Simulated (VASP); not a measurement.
Write the native input for VASP 6.6.1 that does the following.

```yaml
Task: single point
Functional: PBE
Potentials_or_basis: VASP PAW PBE potentials, release 64 (Y_sv, Ge_d)
Cutoff: 520 eV
k_mesh: 7 × 7 × 4
Occupations: fermi-dirac, width 0.05 eV
Spin: no spin polarisation
Dipole_correction: no
Further_INCAR_settings: ALGO = Normal; EDIFF = 1e-06; NBANDS = 40
```

The structure of Y2Ge3 lies in POSCAR:

```
Y2Ge3
1.0
    4.3924264328      0.0000000000      0.0000000000
   -2.1962132164      3.8039528751      0.0000000000
    0.0000000000      0.0000000000      7.1072950000
Y Ge
2 3
Direct
    0.0016820000      0.0053600000      0.2636030000
    0.0057590000      0.0061860000      0.7246470000
    0.6686720000      0.3550100000     -0.0010880000
    0.6572940000      0.3325150000      0.5066350000
    0.3165290000      0.6610150000     -0.0020320000
```

This cell differs from its parent crystal: atoms moved at random.

These files were run (other wordings do the same):

INCAR

```
SYSTEM = Y2Ge3
  PREC = Accurate
  ENCUT = 520
  EDIFF = 1E-6
  ISMEAR = -1
  SIGMA = 0.05
  LREAL = .False.
  LASPH = .True.
  NELM = 100
  ALGO = Normal
  ISIF = 2
  LWAVE = .False.
  LCHARG = .False.
  GGA = PE
  NBANDS = 40
```

KPOINTS

```
regular mesh
0
Gamma
  7 7 4
  0 0 0
```

Potentials or basis: VASP PAW PBE potentials, release 64 (Y_sv, Ge_d).

Launch:

```console
$ cat potpaw_PBE.64/Y_sv/POTCAR potpaw_PBE.64/Ge_d/POTCAR > POTCAR
$ mpirun -np 1 vasp_std > vasp.out
```

Results of the run:

```
Pressure               : 0.5 GPa
Largest force          : 0.531 eV/Å
Band gap on the k mesh : zero (band 32 reaches 5.56 eV, above the bottom of band 33 at 4.20 eV)
```

Caveat: the cell differs from its parent crystal (atoms moved at random).

Run time: 3.6 min on 1 thread of Intel(R) Xeon(R) 6975P-C (Granite Rapids) (shared host), peak memory 0.53 GiB.
